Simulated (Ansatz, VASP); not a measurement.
## C: VASP beside Ansatz

```
C
1.0
     0.00000    2.44487    0.00000
    -2.11730    1.22243    0.01160
    -0.64618    0.81496    9.99258
C
6
Direct
  0.47221 0.94442 0.16673
  0.69443 0.05553 0.83340
  0.08332 0.49998 0.50007
  0.41667 0.83334 0.49997
  0.80556 0.27779 0.16663
  0.02778 0.38890 0.83330
```

Alike in both runs: task single point; functional LDA; k mesh 12 × 12 × 3; occupations gaussian, width 0.05 eV; no spin polarisation.

|  | VASP | Ansatz |
| --- | --- | --- |
| version | VASP 6.6.1 | Ansatz 0.2.0 |
| potentials or method | VASP PAW LDA potentials, release 64 (C), cutoff 520 eV | scalar-relativistic, plane waves, PAW |
| valence electrons in the cell | 24 | 24 |

|  | VASP | Ansatz | Ansatz less VASP |
| --- | --- | --- | --- |
| gap on the k mesh at the Fermi level (eV) | 0.12 | 0.11 | 0.000 |
| least direct gap on the mesh (eV) | 0.12 | 0.11 | 0.000 |
| pressure (GPa) | 1.0 | 0.1 | -0.82 |
| traceless stress, the component that is largest in VASP (GPa) | -0.56 | 0.38 | +0.932 |
| rms of the force components (eV/Å) | 0.017 | 0.017 | -0.0001 |

LDA's correlation is that of Perdew and Zunger in VASP and of Perdew and Wang (1992) in Ansatz. Atom by atom the forces differ by 0.000 eV/Å (rms over components).
